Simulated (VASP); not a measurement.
A run of VASP 6.6.1 is set up as follows.

Contents of INCAR:

```
SYSTEM = Ga6HN6
PREC = Accurate
ENCUT = 520
EDIFF = 1E-6
ISMEAR = 0
SIGMA = 0.05
LREAL = Auto
LASPH = .True.
NELM = 60
ALGO = Normal
ISIF = 2
LWAVE = .False.
LCHARG = .True.
LDIPOL = .True.
IDIPOL = 3
DIPOL = 0.5 0.5 0.474
GGA = PE
IVDW = 12
LELF = .True.
LVHAR = .True.
LVACPOTAV = .True.
NBANDS = 128
```

Contents of KPOINTS:

```
regular mesh
0
Gamma
  3 3 1
  0 0 0
```

The input POSCAR:

```
Ga6HN6
1.0
    6.3931260417      0.0000000000      0.0000000000
    0.0000000000      5.2085710379      0.0000000000
    0.0000000000      0.0000000000     24.4593778220
Ga N H
12 12 2
Direct
    0.5000000000      0.0008110330      0.3270729148
    0.0000000000      0.0008110330      0.3270729148
    0.7500000000      0.5008110330      0.3647994780
    0.2500000000      0.5008110330      0.3647994780
    0.7500000000      0.0008110330      0.4402526041
    0.2500000000      0.0008110330      0.4402526041
    0.0001617072      0.4988470627      0.4758050143
    0.4998231232      0.4988517090      0.4758092501
    0.0001261549      0.0040498086      0.5566731927
    0.4997279482      0.0040268529      0.5566767232
    0.2499514155      0.4703478235      0.5808254263
    0.7499677770      0.4694113553      0.5794812962
    0.5000000000      0.6241889670      0.3270729148
    0.0000000000      0.6241889670      0.3270729148
    0.7500000000      0.1241889670      0.3647994780
    0.2500000000      0.1241889670      0.3647994780
    0.7500000000      0.6241889670      0.4402526041
    0.2500000000      0.6241889670      0.4402526041
    0.0001130609      0.1231793994      0.4770001150
    0.4998637022      0.1231681593      0.4770073798
    0.0004235042      0.6282793502      0.5541181765
    0.4994938275      0.6282600213      0.5541126857
    0.2499106604      0.1216936862      0.5908538216
    0.7499272157      0.1223694112      0.5902584545
    0.2514069461      0.7794119207      0.6585756590
    0.2525275281      0.6508386037      0.6738762394
```

Potentials or basis: VASP PAW PBE potentials, release 64 (Ga_d, N, H).

Command:

```console
$ cat potpaw_PBE.64/Ga_d/POTCAR potpaw_PBE.64/N/POTCAR potpaw_PBE.64/H/POTCAR > POTCAR
$ mpirun -np 1 vasp_std > vasp.out
```

Task: What does it give for the largest force?

Result: 2.476 eV/Å.

Task: Estimate the band gap on the k mesh.

Result: 0.75 eV.

Task: What does it give for the dispersion energy per atom?

Result: -0.178 eV.

Forces in eV/Å, atoms in the order of the input:
```
Ga   0.000 -1.999  1.460
Ga   0.000 -1.999  1.460
Ga   0.000  1.094 -1.632
Ga   0.000  1.094 -1.638
Ga  -0.002 -0.347  0.400
Ga   0.000 -0.350  0.384
Ga   0.003 -0.004 -0.009
Ga  -0.002 -0.005 -0.009
Ga   0.007  0.014  0.016
Ga  -0.006  0.015  0.015
Ga   0.002 -0.035  0.007
Ga  -0.002 -0.023  0.008
N    0.000  0.662  0.369
N    0.000  0.662  0.369
N    0.000  0.522 -1.169
N    0.000  0.520 -1.171
N   -0.001  0.063  0.579
N   -0.001  0.078  0.560
N   -0.001 -0.002 -0.003
N    0.002 -0.001 -0.005
N   -0.002  0.004  0.011
N    0.004  0.003  0.009
N    0.003  0.005 -0.010
N    0.001  0.019 -0.007
H    0.001 -0.005  0.023
H   -0.003  0.015 -0.018
```
